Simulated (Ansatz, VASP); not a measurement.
# AlNi3 in VASP and in Ansatz

File INCAR:

```
ALGO     = Fast           # electronic algorithm
EDIFF    = 1E-6           # SCF threshold, eV
ENCUT    = 520            # plane-wave cutoff, eV
GGA      = PE             # functional
ISIF     = 2              # what is computed and relaxed
ISMEAR   = 0              # smearing method
LASPH    = T              # aspherical terms in the spheres
LCHARG   = F              # write CHGCAR
LREAL    = F              # projectors in reciprocal space
LWAVE    = F              # write WAVECAR
NBANDS   = 43             # bands
NELM     = 80             # most SCF steps
PREC     = Accurate       # precision mode
SIGMA    = 0.1            # smearing width, eV
```

Contents of KPOINTS:

```
k-points
0
Gamma
  12 12 10
```

File POSCAR:

```
AlNi3
1.0
    5.0720591958      0.0000000000      0.0000000000
   -2.5360295979      4.3925321130      0.0000000000
    0.0000000000      0.0000000000      4.0777133086
Al Ni
2 6
Direct
    0.6666666667      0.3333333333      0.2500000000
    0.3333333333      0.6666666667      0.7500000000
    0.3293773764      0.1646886882      0.7500000000
    0.8353113118      0.1646886882      0.7500000000
    0.8353113118      0.6706226236      0.7500000000
    0.6706226236      0.8353113118      0.2500000000
    0.1646886882      0.8353113118      0.2500000000
    0.1646886882      0.3293773764      0.2500000000
```

Input for Ansatz:

```yaml
crystal:
  lattice:
    - [5.0720591958, 0.0, 0.0]
    - [-2.5360295979, 4.392532113, 0.0]
    - [0.0, 0.0, 4.0777133086]
  atoms:
    - { symbol: Al, position: [0.6666666667, 0.3333333333, 0.25] }
    - { symbol: Al, position: [0.3333333333, 0.6666666667, 0.75] }
    - { symbol: Ni, position: [0.3293773764, 0.1646886882, 0.75] }
    - { symbol: Ni, position: [0.8353113118, 0.1646886882, 0.75] }
    - { symbol: Ni, position: [0.8353113118, 0.6706226236, 0.75] }
    - { symbol: Ni, position: [0.6706226236, 0.8353113118, 0.25] }
    - { symbol: Ni, position: [0.1646886882, 0.8353113118, 0.25] }
    - { symbol: Ni, position: [0.1646886882, 0.3293773764, 0.25] }
basis:
  ecutwfc: 420
kpoints:
  mp_grid: { grid: [12, 12, 10] }
  band_path:
    path:
      - [[0.0, 0.0, 0.0], [0.5, 0.0, 0.0], [0.33333333, 0.33333333, 0.0], [0.0, 0.0, 0.0], [0.0, 0.0, 0.5], [0.5, 0.0, 0.5], [0.33333333, 0.33333333, 0.5], [0.0, 0.0, 0.5]]
      - [[0.5, 0.0, 0.5], [0.5, 0.0, 0.0]]
      - [[0.33333333, 0.33333333, 0.5], [0.33333333, 0.33333333, 0.0]]
    npoints: 14
hamiltonian:
  xc: pbe
scf:
  occupations: { method: gaussian, width: 0.1 }
  n_extra_bands: 20
output:
  forces: true
  stress: true
  eigenvalues: true
  populations: true
  dos: { projected: true, de: 0.02, nscf_kmesh: { grid: [15, 15, 12] } }
  bader: true
  write_density: true
  write_potential: true
  elf: true
  volumetric_format: npy
```

Alike in both runs: task single point; functional PBE; k mesh 12 × 12 × 10; occupations gaussian, width 0.1 eV; no spin polarisation.

|  | VASP | Ansatz |
| --- | --- | --- |
| version | VASP 6.6.1 | Ansatz 0.2.0 |
| potentials or method | VASP PAW PBE potentials, release 64 (Al, Ni), cutoff 520 eV | scalar-relativistic, plane waves, PAW |
| valence electrons in the cell | 66 | 114 |

|  | VASP | Ansatz | Ansatz less VASP |
| --- | --- | --- | --- |
| gap on the k mesh at the Fermi level (eV) | none | none | - |
| pressure (GPa) | 0.1 | 0.0 | -0.10 |

A gap of «none» marks a metal or a gap that the smearing closes. VASP's potentials hold 66 valence electrons a cell and Ansatz's 114, so a difference there can come from the potentials and not from the codes.
